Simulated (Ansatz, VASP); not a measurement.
**One calculation of InTe4, two programs**

```xyz
5
Lattice="6.4494 0.0000 0.0000 -3.2247 5.5853 0.0000 0.0000 0.0000 6.1726" Properties=species:S:1:pos:R:3 pbc="T T T"
In    0.0000    0.0000    3.0863
Te    3.2247    0.0000    0.0000
Te   -1.6123    2.7927    0.0000
Te    1.6123    2.7927    0.0000
Te    0.0000    0.0000    0.0000
```

Alike in both runs: functional PBE; k mesh 6 × 6 × 6; occupations gaussian, width 0.1 eV; no spin polarisation.

Ansatz relaxed the structure, and its values are those at the end. VASP's run is a single point on that final structure, the one shown.

|  | VASP | Ansatz |
| --- | --- | --- |
| version | VASP 6.6.1 | Ansatz 0.2.0 |
| potentials or method | VASP PAW PBE potentials, release 64 (In_d, Te), cutoff 520 eV | scalar-relativistic, plane waves, PAW |
| valence electrons in the cell | 37 | 77 |

```csv
,VASP,Ansatz,Ansatz less VASP
gap on the k mesh at the Fermi level (eV),none,none,-
pressure (GPa),0.0,0.0,+0.04
```

A gap of «none» marks a metal or a gap that the smearing closes. The functional is the same, so the differences come from potentials, cutoffs and numerics. VASP's potentials hold 37 valence electrons a cell and Ansatz's 77, so a difference there can come from the potentials and not from the codes.

Neither program's run includes spin-orbit coupling.
